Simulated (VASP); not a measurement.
Input of a VASP 6.6.1 run:

The input INCAR:

```
PREC = Accurate
ENCUT = 520
EDIFF = 1E-6
ISMEAR = 0
SIGMA = 0.05
LREAL = False
LASPH = True
NELM = 60
ALGO = Normal
ISIF = 2
LWAVE = False
LCHARG = True
GGA = PE
IVDW = 12
LELF = True
LVHAR = True
NBANDS = 35
```

The input KPOINTS:

```
Automatic mesh
0
Gamma
  12 12 4
```

The input POSCAR:

```
MoS2
1.0
    3.0967636641      0.0000000000      0.0000000000
   -1.5483818321      2.6818760026      0.0000000000
    0.0000000000      0.0000000000     11.8898345321
Mo S
2 4
Direct
    0.3333333333      0.6666666667      0.2500000000
    0.6666666667      0.3333333333      0.7500000000
    0.3333333333      0.6666666667      0.6204968003
    0.6666666667      0.3333333333      0.1204968003
    0.3333333333      0.6666666667      0.8795031997
    0.6666666667      0.3333333333      0.3795031997
```

Potentials or basis: VASP PAW PBE potentials, release 64 (Mo_sv, S).

Launch:

```sh
$ cat potpaw_PBE.64/Mo_sv/POTCAR potpaw_PBE.64/S/POTCAR > POTCAR
$ mpirun -np 1 vasp_std > vasp.out
```

Question: Predict the dispersion energy per atom.

Answer: -0.461 eV.

Question: Estimate the largest force.

Answer: 0.854 eV/Å.

Stress tensor (GPa, compression positive):
```
8.28 0.00 0.00
0.00 8.28 0.00
0.00 0.00 9.22
```

Caveat: the cell stands under pressure.
